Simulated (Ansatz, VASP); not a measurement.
# Si: VASP beside Ansatz

The input POSCAR:

```
Si
1.0
    0.0000000000      2.7357294902      2.7127953184
    2.7357294902      0.0000000000      2.7127953184
    2.7357294902      2.7357294902      0.0000000000
Si
2
Direct
    0.0000000000      0.0000000000      0.0000000000
    0.2500000000      0.2500000000      0.2500000000
```

Contents of INCAR.step1:

```
SYSTEM = Si
  PREC = Accurate
  ENCUT = 520
  EDIFF = 1E-5
  ISMEAR = 0
  SIGMA = 0.01
  LREAL = .FALSE.
  LASPH = .TRUE.
  NELM = 60
  ALGO = Normal
  ISIF = 2
  LWAVE = .TRUE.
  NBANDS = 11
  GGA = PE
```

INCAR.step2

```
SYSTEM = Si
  PREC = Accurate
  ENCUT = 520
  EDIFF = 1E-7
  ISMEAR = 0
  SIGMA = 0.01
  LREAL = .FALSE.
  LASPH = .TRUE.
  NELM = 60
  ALGO = Normal
  ISIF = 2
  LWAVE = .FALSE.
  LCHARG = .TRUE.
  GGA = PE
  LHFCALC = .TRUE.
  HFSCREEN = 0.2079
  PRECFOCK = Normal
  LELF = .TRUE.
  LVHAR = .TRUE.
  NBANDS = 11
  ISTART = 1
```

Contents of KPOINTS:

```
regular mesh
0
G
  6 6 6
  0 0 0
```

Input for Ansatz:

```yaml
crystal:
  lattice:
    - [0.0, 2.7357294902, 2.7127953184]
    - [2.7357294902, 0.0, 2.7127953184]
    - [2.7357294902, 2.7357294902, 0.0]
  atoms:
    - { symbol: Si, position: [0.0, 0.0, 0.0] }
    - { symbol: Si, position: [0.25, 0.25, 0.25] }
kpoints:
  mp_grid: { grid: [6, 6, 6] }
  band_path:
    path:
      - [0.0, 0.0, 0.0]
      - [0.5, 0.0, 0.5]
      - [0.625, 0.25, 0.625]
      - [0.375, 0.375, 0.75]
      - [0.5, 0.5, 0.5]
      - [0.5, 0.25, 0.75]
      - [0.419271, 0.419271, 0.0]
    npoints: 1
hamiltonian:
  xc: hse06
scf:
  occupations: { method: fixed }
  n_extra_bands: 4
output:
  forces: true
  stress: true
  eigenvalues: true
```

Change from the starting cell: epitaxial_xy strain +0.5%.

Alike in both runs: task single point; functional HSE06; k mesh 6 × 6 × 6; no spin polarisation.

|  | VASP | Ansatz |
| --- | --- | --- |
| version | VASP 6.6.1 | Ansatz 0.2.0 |
| potentials or method | VASP PAW PBE potentials, release 64 (Si) | plane waves, PAW |
| plane-wave cutoff (eV) | 520 | 420 |
| occupations | gaussian, width 0.01 eV | fixed |
| valence electrons in the cell | 8 | 8 |

Ansatz gave:

- gap on the k mesh at the Fermi level (eV): 1.22
- pressure (GPa): -0.8
- traceless stress, the component that is largest in VASP (GPa): 0.59

Q: Which values does VASP return?

A: gap on the k mesh at the Fermi level (eV): 1.23; pressure (GPa): -1.2; traceless stress, the component that is largest in VASP (GPa): 0.59.

Ansatz's warnings: stress exchange threshold loose, stress scf threshold loose.
